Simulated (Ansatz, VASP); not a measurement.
**Two plane-wave programs on Mo**

The input INCAR:

```
SYSTEM = Mo
PREC = Accurate ; ENCUT = 520
EDIFF = 1E-6 ; ISMEAR = 0
SIGMA = 0.15 ; LREAL = .False.
LASPH = .True. ; NELM = 100
ALGO = Fast ; ISIF = 2
LWAVE = .False. ; LCHARG = .False.
GGA = PS ; NBANDS = 13
```

Contents of KPOINTS:

```
regular mesh
0
Gamma
  18 18 18
  0 0 0
```

Contents of POSCAR:

```
Mo
1.0
    2.6808001893      0.0000000000      0.0000000000
   -1.3404000946      2.3690214963      0.0000000000
    0.0000000000      0.0000000000      2.5551807000
Mo
1
Direct
    0.0000000000      0.0000000000      0.5000000000
```

Input for Ansatz:

```yaml
crystal:
  lattice:
    - [2.6808001893, 0.0, 0.0]
    - [-1.3404000946, 2.3690214963, 0.0]
    - [0.0, 0.0, 2.5551807]
  atoms:
    - { symbol: Mo, position: [0.0, 0.0, 0.5] }
basis:
  ecutwfc: 420
kpoints:
  mp_grid: { grid: [18, 18, 18] }
hamiltonian:
  xc: pbesol
scf:
  occupations: { method: gaussian, width: 0.15 }
output:
  forces: true
  stress: true
  eigenvalues: true
```

Change from the starting cell: strain -0.0200 x Voigt [1, 0, 0, 0, 0, 0], atoms carried along.

Alike in both runs: task single point; functional PBEsol; k mesh 18 × 18 × 18; occupations gaussian, width 0.15 eV; no spin polarisation.

```csv
,VASP,Ansatz
version,VASP 6.6.1,Ansatz 0.2.0
potentials or method,"VASP PAW PBE potentials, release 64 (Mo_sv), cutoff 520 eV","scalar-relativistic, plane waves, PAW"
valence electrons in the cell,14,14
```

|  | VASP | Ansatz | Ansatz less VASP |
| --- | --- | --- | --- |
| gap on the k mesh at the Fermi level (eV) | none | none | - |
| pressure (GPa) | 1.4 | 0.9 | -0.57 |
| traceless stress, the component that is largest in VASP (GPa) | -7.46 | -7.54 | -0.079 |

VASP's potentials were made for PBE, not for PBEsol. A gap of «none» marks a metal or a gap that the smearing closes. The functional is the same, so the differences come from potentials, cutoffs and numerics.
